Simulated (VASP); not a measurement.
A run of VASP 6.6.1 is set up as follows.

The input INCAR:

```
PREC     = Accurate       # precision mode
ENCUT    = 520            # plane-wave cutoff, eV
EDIFF    = 1E-7           # SCF threshold, eV
ISMEAR   = 0              # smearing method
SIGMA    = 0.1            # smearing width, eV
LREAL    = F              # projectors in reciprocal space
LASPH    = T              # aspherical terms in the spheres
NELM     = 80             # most SCF steps
ALGO     = Fast           # electronic algorithm
ISIF     = 2              # what is computed and relaxed
LWAVE    = F              # write WAVECAR
LCHARG   = T              # write CHGCAR
GGA      = PE             # functional
IVDW     = 12             # dispersion correction
LELF     = T              # ELF
LVHAR    = T            
NBANDS   = 25             # bands
```

File KPOINTS:

```
regular mesh
0
Gamma
  9 9 14
```

File POSCAR:

```
Hg
1.0
    5.2174147398      0.0000000000      0.0000000000
   -2.6087073699      4.5184137067      0.0000000000
    0.0000000000      0.0000000000      3.0748284487
Hg
3
Direct
    0.3333333333      0.6666666667      0.5000000000
    0.0000000000      0.0000000000      0.0000000000
    0.6666666667      0.3333333333      0.5000000000
```

Potentials or basis: VASP PAW PBE potentials, release 64 (Hg).

The run is started by

```console
$ cat potpaw_PBE.64/Hg/POTCAR > POTCAR
$ mpirun -np 1 vasp_std > vasp.out
```

(1) What does it give for the pressure?

(2) Estimate the dispersion energy per atom.

Results:

(1) 2.3 GPa.

(2) -0.434 eV.
